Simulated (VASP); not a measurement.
Write the native input for VASP 6.6.1 that does the following.

* Task: single point
* Functional: PBE
* Dispersion: D3(BJ)
* Potentials or basis: VASP PAW PBE potentials, release 64 (Ge_d)
* Cutoff: 520 eV
* k mesh: 9 × 9 × 1
* Occupations: gaussian, width 0.1 eV
* Spin: no spin polarisation
* Dipole correction: yes
* Further INCAR settings: ALGO = Normal; EDIFF = 1e-06; NBANDS = 36

The structure of Ge lies in POSCAR:

```
Ge
1.0
    4.0226895311      0.0000000000      0.0000000000
   -2.0113447656      3.4837513255      0.0000000000
    0.0000000000      0.0000000000     18.8685220517
Ge
4
Direct
    0.3333333333      0.6666666667      0.2747571332
    0.6666666667      0.3333333333      0.2384924472
    0.2222222222      1.8888888889      0.5150653573
    0.5555555556      1.5555555556      0.4788006714
```

This cell differs from its parent crystal: layers slid over each other.

One way to write it, as run:

INCAR

```
SYSTEM = Ge
PREC     = Accurate       ! precision mode
ENCUT    = 520            ! plane-wave cutoff, eV
EDIFF    = 1E-6           ! SCF threshold, eV
ISMEAR   = 0              ! smearing method
SIGMA    = 0.1            ! smearing width, eV
LREAL    = .FALSE.        ! projectors in reciprocal space
LASPH    = .TRUE.         ! aspherical terms in the spheres
NELM     = 60             ! most SCF steps
ALGO     = Normal         ! electronic algorithm
ISIF     = 2              ! what is computed and relaxed
LWAVE    = .FALSE.        ! write WAVECAR
LCHARG   = .FALSE.        ! write CHGCAR
LDIPOL   = .TRUE.       
IDIPOL   = 3            
DIPOL    = 0.5 0.5 0.377
GGA      = PE             ! functional
IVDW     = 12             ! dispersion correction
NBANDS   = 36             ! bands
```

KPOINTS

```
regular mesh
0
G
  9 9 1
  0 0 0
```

Potentials or basis: VASP PAW PBE potentials, release 64 (Ge_d).

Command:

```bash
$ cat potpaw_PBE.64/Ge_d/POTCAR > POTCAR
$ mpirun -np 1 vasp_std > vasp.out
```

It gave:

```json
{
 "Largest force": "0.197 eV/Å",
 "Band gap on the k mesh": "0.33 eV",
 "Dispersion energy per atom": "-0.201 eV"
}
```

Caveat: the cell differs from its parent crystal (layers slid over each other); semilocal functionals underestimate gaps, and a narrow one can read as zero.

Wall time 11 min on 1 thread of Intel(R) Xeon(R) Platinum 8488C (Sapphire Rapids), with other jobs on the host, peak memory 0.52 GiB.
